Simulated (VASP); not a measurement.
# As (Pm-3m) in VASP: further runs

Runs on As. Level: r2SCAN. Tasks: single point, relaxation of cell and atoms.

All numbers are computed with VASP 6.6.1; they aren't measurements. Logs are shortened: lines on timing, memory, paths and dates and some standing lists are left out, and cuts for length are marked.

### Step 1. The cell of the first run

The structure is cubic, space group Pm-3m (No. 221). The conventional cell has a = 2.705 Å, b = 2.705 Å, c = 2.705 Å, α = 90.00°, β = 90.00°, γ = 90.00°. Within 3.6 Å of As (site symmetry m-3m) lie 6 As at 2.71 Å.

### Step 2. Single point, r2SCAN

The input, POSCAR:

```
As
1.0
    2.7054587715      0.0000000000      0.0000000000
    0.0000000000      2.7054587715      0.0000000000
    0.0000000000      0.0000000000      2.7054587715
As
1
Direct
    0.5000000000      0.5000000000      0.5000000000
```

The input, INCAR.step1:

```
PREC     = Accurate       # precision mode
ENCUT    = 520            # plane-wave cutoff, eV
ISMEAR   = 0              # smearing method
SIGMA    = 0.1            # smearing width, eV
LREAL    = False          # projectors in reciprocal space
LASPH    = True           # aspherical terms in the spheres
NELM     = 100            # most SCF steps
NBANDS   = 8              # bands
GGA      = PE             # functional
ALGO     = Normal         # electronic algorithm
EDIFF    = 1E-4           # SCF threshold, eV
LWAVE    = True           # write WAVECAR
LCHARG   = False          # write CHGCAR
```

The input, INCAR.step2:

```
PREC     = Accurate       # precision mode
ENCUT    = 520            # plane-wave cutoff, eV
EDIFF    = 1E-6           # SCF threshold, eV
ISMEAR   = 0              # smearing method
SIGMA    = 0.1            # smearing width, eV
LREAL    = False          # projectors in reciprocal space
LASPH    = True           # aspherical terms in the spheres
NELM     = 100            # most SCF steps
ALGO     = Normal         # electronic algorithm
ISIF     = 2              # what is computed and relaxed
LWAVE    = False          # write WAVECAR
LCHARG   = True           # write CHGCAR
METAGGA  = R2SCAN         # meta-GGA
LMIXTAU  = True         
LELF     = True           # ELF
LVHAR    = True         
NBANDS   = 8              # bands
ISTART   = 1
```

The input, KPOINTS:

```
Automatic mesh
0
Gamma
  20 20 20
```

Potentials or basis: VASP PAW PBE potentials, release 64 (As).

Run with:

```sh
> cat potpaw_PBE.64/As/POTCAR > POTCAR
> cp INCAR.step1 INCAR
> mpirun -np 1 vasp_std > vasp.out
> cp INCAR.step2 INCAR
> mpirun -np 1 vasp_std > vasp.out
```

OUTCAR:

```text
PREC = Accurate
   ENCUT = 520
   EDIFF = 1E-6
   ISMEAR = 0
   LREAL = False
   LASPH = True
   NELM = 100
   ISIF = 2
   METAGGA = R2SCAN
   ISTART = 1

 ion  position               nearest neighbor table
   1  0.500  0.500  0.500-

  LATTYP: Found a simple cubic cell.
 ALAT       =     2.7054587715

  Lattice vectors:

 A1 = (   2.7054587715,   0.0000000000,   0.0000000000)
 A2 = (   0.0000000000,   2.7054587715,   0.0000000000)
 A3 = (   0.0000000000,   0.0000000000,   2.7054587715)

Analysis of symmetry for initial positions (statically):
=====================================================================
 Subroutine PRICEL returns:
 Original cell was already a primitive cell.

 Routine SETGRP: Setting up the symmetry group for a
 simple cubic supercell.

 Subroutine GETGRP returns: Found 48 space group operations
 (whereof 48 operations were pure point group operations)
 out of a pool of 48 trial point group operations.

The static configuration has the point symmetry O_h .

Analysis of symmetry for dynamics (positions and initial velocities):
=====================================================================
 Subroutine PRICEL returns:
 Original cell was already a primitive cell.

 Routine SETGRP: Setting up the symmetry group for a
 simple cubic supercell.

 Subroutine GETGRP returns: Found 48 space group operations
 (whereof 48 operations were pure point group operations)
 out of a pool of 48 trial point group operations.

The dynamic configuration has the point symmetry O_h .

 Subroutine INISYM returns: Found 48 space group operations
 (whereof 48 operations are pure point group operations),
 and found     1 'primitive' translations

----------------------------------------------------------------------------------------

                                     Primitive cell

  volume of cell :      19.8026

  direct lattice vectors                    reciprocal lattice vectors
     2.705458772  0.000000000  0.000000000     0.369623079  0.000000000  0.000000000
     0.000000000  2.705458772  0.000000000     0.000000000  0.369623079  0.000000000
     0.000000000  0.000000000  2.705458772     0.000000000  0.000000000  0.369623079

  length of vectors
     2.705458772  2.705458772  2.705458772     0.369623079  0.369623079  0.369623079

  position of ions in fractional coordinates (direct lattice)
     0.500000000  0.500000000  0.500000000

[... 70 lines left out ...]
   LNONCOLLINEAR =      F non collinear calculations
   LSORBIT =      F    spin-orbit coupling
   LASPH  =      T    aspherical Exc in radial PAW
   ENCUT  =  520.0 eV  38.22 Ry    6.18 a.u.   5.03  5.03  5.03*2*pi/ulx,y,z
   NELM   =    100;   NELMIN=  2; NELMDL=  0     # of ELM steps
   EDIFF  = 0.1E-05   stopping-criterion for ELM
   LREAL  =      F    real-space projection
   EDIFFG = 0.1E-04   stopping-criterion for IOM
   NSW    =      0    number of steps for IOM
   IBRION =     -1    ionic relax: 0-MD 1-quasi-New 2-CG
   NFREE  =      0    steps in history (QN), initial steepest desc. (CG)
   ISIF   =      2    stress and relaxation
   ISYM   =      2    0-nonsym 1-usesym 2-fastsym
   POTIM  = 0.5000    time-step for ionic-motion
   TEBEG  =    0.0;   TEEND  =   0.0 temperature during run
   PSTRESS=    0.0 pullay stress
   NELECT =       5.0000    total number of electrons
   NUPDOWN=      -1.0000    fix difference up-down
   EMIN   =  10.00;   EMAX   =-10.00  energy-range for DOS
   EFERMI =   0.00;   METHOD = LEGACY
   ISMEAR =     0;   SIGMA  =   0.10  broadening in eV -4-tet -1-fermi 0-gaus
   EFERMI_NEDOS =   21; number of points for ismear=-14 and -15
   IALGO  =     38    algorithm
   IMIX   =      4    mixing-type and parameters
     AMIX     =   0.40;   BMIX     =  1.00
     AMIX_MAG =   1.60;   BMIX_MAG =  1.00
  volume/ion in A,a.u.               =      19.80       133.63
  Fermi-wavevector in a.u.,A,eV,Ry     =   1.034723  1.955342 14.567088  1.070651
  Thomas-Fermi vector in A             =   2.169031
   LORBIT       =      0    0 simple, 1 ext, 2 COOP (PROOUT), +10 PAW based schemes
   METAGGA = R2SCAN    functional components
   LHFCALC =     F    Hartree Fock is set to
   AEXX    =    0.0000 exact exchange contribution
   IVDW    =     0    specifies the selected vdW correction
   LEPSILON=     F    determine dielectric tensor
   LRPA    =     F    only Hartree local field effects (RPA)
 non-spin polarized calculation
 Gauss-broadening in eV      SIGMA  =   0.10
  energy-cutoff  :      520.00
  volume of cell :       19.80
 maximum number of plane-waves:       554
   NGX = 11   NGY = 11   NGZ = 11

 number of electron       5.0000001 magnetization

 Free energy of the ion-electron system (eV)
  ---------------------------------------------------
  ext. energy  EPLUGINS =         0.00000000
  ---------------------------------------------------
  free energy    TOTEN  =       -14.55454023 eV

  energy without entropy =      -14.55245671  energy(sigma->0) =      -14.55349847

 E-fermi :   5.8670     XC(G=0): -10.9130

 val. band max:        5.8518908209   @ k =   0.2000   0.2000   0.0000
 cond. band min:       5.8747591496   @ k =   0.4500   0.3500   0.3500
 fundamental gap:      0.0228683288
 Fermi energy:         5.8669607390

 k-point     1 :       0.0000    0.0000    0.0000
  band No.  band energies     occupation
      1      -9.9003      2.00000
      2      10.1102      0.00000
      3      10.1102      0.00000
      4      10.1102      0.00000
      5      14.6701      0.00000
      6      14.6701      0.00000
      7      17.3652      0.00000
      8      31.7411      0.00000
[... 243 lines left out ...]
 k-point    24 :       0.2000    0.1000    0.0000
  band No.  band energies     occupation
      1      -8.9470      2.00000
      2       4.9532      2.00000
      3       8.7068      0.00000
      4      10.9353      0.00000
      5      16.2199      0.00000
      6      18.7257      0.00000
      7      21.9104      0.00000
      8      24.4426      0.00000

 [... further k-points ...]
[... 5 lines left out ...]
  --------------------------------------------------------------------------------------
  -------------------------------------------------------------------------------------
  Total       -0.0035198     -0.0035198     -0.0035198     -0.0000000      0.0000000      0.0000000
  in kB       -0.2847779     -0.2847779     -0.2847779     -0.0000000      0.0000000      0.0000000
  external PRESSURE =      -0.2847779 kB  Pullay stress =       0.0000000 kB

 VOLUME and BASIS-vectors are now :
 -----------------------------------------------------------------------------
  energy-cutoff  :      520.00
  volume of cell :       19.80
      direct lattice vectors                 reciprocal lattice vectors
     2.705458772  0.000000000  0.000000000     0.369623079  0.000000000  0.000000000
     0.000000000  2.705458772  0.000000000     0.000000000  0.369623079  0.000000000
     0.000000000  0.000000000  2.705458772     0.000000000  0.000000000  0.369623079

 POSITION                                       TOTAL-FORCE (eV/Angst)
 -----------------------------------------------------------------------------------
      1.35273      1.35273      1.35273         0.000000      0.000000      0.000000
 -----------------------------------------------------------------------------------
    total drift:                                0.000000      0.000000      0.000000

  FREE ENERGIE OF THE ION-ELECTRON SYSTEM (eV)
  ---------------------------------------------------
  free  energy   TOTEN  =       -14.5545402312 eV

  energy  without entropy=      -14.5524567071  energy(sigma->0) =      -14.55349847
```

Run time: 42 s. Hardware: 1 thread of Intel Xeon 6975P-C (Granite Rapids), shared host; peak memory 0.15 GiB.

What came out:

```yaml
Free_energy: -14.5545 eV
Pressure: 0.0 GPa
```

Caveat: the PAW data sets were made with another functional, which shifts forces and pressure a little.

### Step 3. Relaxation of cell and atoms, r2SCAN

This run uses another cell than the first one, of 19.86 Å³/atom, 1.003 times its volume.

The input, POSCAR:

```
As
1.0
    2.7079900824      0.0000000000      0.0000000000
    0.0000000000      2.7079900824      0.0000000000
    0.0000000000      0.0000000000      2.7079900824
As
1
Direct
    0.5000000000      0.5000000000      0.5000000000
```

The input, INCAR.step1:

```
PREC = Accurate ; ENCUT = 600
ISMEAR = 0 ; SIGMA = 0.1
LREAL = False ; LASPH = True
NELM = 100 ; GGA = PE
ALGO = Normal ; EDIFF = 1E-4
LWAVE = True ; LCHARG = False
```

The input, INCAR.step2:

```
PREC = Accurate ; ENCUT = 600
EDIFF = 1E-6 ; ISMEAR = 0
SIGMA = 0.1 ; LREAL = False
LASPH = True ; NELM = 100
ALGO = Normal ; ISIF = 3
LWAVE = False ; LCHARG = False
METAGGA = R2SCAN ; LMIXTAU = True
IBRION = 2 ; NSW = 100
EDIFFG = -0.01 ; ISTART = 1
```

The input, KPOINTS:

```
regular mesh
0
Gamma
  20 20 20
```

Potentials or basis: VASP PAW PBE potentials, release 64 (As).

Run with:

```sh
> cat potpaw_PBE.64/As/POTCAR > POTCAR
> cp INCAR.step1 INCAR
> mpirun -np 1 vasp_std > vasp.out
> cp INCAR.step2 INCAR
> mpirun -np 1 vasp_std > vasp.out
```

It took 68 s on 1 thread of Intel Xeon 6975P-C (Granite Rapids), shared host; peak memory 0.18 GiB.

Results (log left out):

```yaml
Free_energy: -14.5548 eV
Relaxed_volume: 19.80 Å³/atom
Relaxed_cell: a = 2.705 Å, b = 2.705 Å, c = 2.705 Å, α = 90.00°, β = 90.00°, γ = 90.00°
Space_group_after_relaxing_to_0.05_Å: Pm-3m (No. 221)
Energy_gained_by_relaxing: 0.1 meV/atom
Ionic_steps: 3
Pressure_after_relaxing: 0.0 GPa
```

Final structure:
```
CELL_PARAMETERS angstrom
2.70516 0.00000 0.00000
0.00000 2.70516 0.00000
0.00000 0.00000 2.70516
ATOMIC_POSITIONS crystal
As 0.50000 0.50000 0.50000
```

Levels at points of the mesh, in eV from the Fermi level:
```tsv
k point	band 1	band 2	band 3	band 4	band 5	band 6
(0.00, 0.00, 0.00)	-15.77	4.24	4.24	4.24	8.80	8.80
(0.50, 0.00, 0.00)	-12.48	-7.33	6.66	6.66	11.49	15.00
(0.50, 0.50, 0.00)	-8.98	-4.63	-4.63	2.81	8.96	17.15
(0.50, 0.50, 0.50)	-5.05	-2.13	-2.13	-2.13	6.28	6.28
```

Caveat: the PAW data sets were made with another functional, which shifts forces and pressure a little.
